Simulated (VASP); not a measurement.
A run of VASP 6.6.1:

File INCAR:

```
SYSTEM = Ti
  PREC = Accurate
  ENCUT = 450
  EDIFF = 1E-7
  ISMEAR = -1
  SIGMA = 0.05
  LREAL = .FALSE.
  LASPH = .TRUE.
  NELM = 120
  ALGO = Normal
  ISIF = 2
  LWAVE = .FALSE.
  LCHARG = .FALSE.
  GGA = PE
  IBRION = 2
  NSW = 80
  EDIFFG = -0.02
  GGA_COMPAT = .FALSE.
  NELMIN = 4
```

File KPOINTS:

```
regular mesh
0
G
  18 18 10
  0 0 0
```

Contents of POSCAR:

```
Ti
1.0
    2.9695348394      0.0000000000      0.0000000000
   -1.4847674197      2.5716926084      0.0000000000
    0.0000000000      0.0000000000      4.7170340170
Ti
2
Direct
    0.3333333333      0.6666666667      0.2500000000
    0.6666666667      0.3333333333      0.7500000000
```

Potentials or basis: VASP PAW PBE potentials, release 64 (Ti_sv).

Run with:

```bash
$ cat potpaw_PBE.64/Ti_sv/POTCAR > POTCAR
$ mpirun -np 1 vasp_std > vasp.out
```

Hardware: 1 thread of AMD EPYC 9R45 96-Core Processor (Zen 5), on a shared host.

Task: How long does it take, and how much memory?

Result: Wall time 72 s on 1 thread of AMD EPYC 9R45 96-Core Processor (Zen 5), with other jobs on the host, peak memory 0.19 GiB. Counts: scf iterations 16, k points 222, ion steps 1.
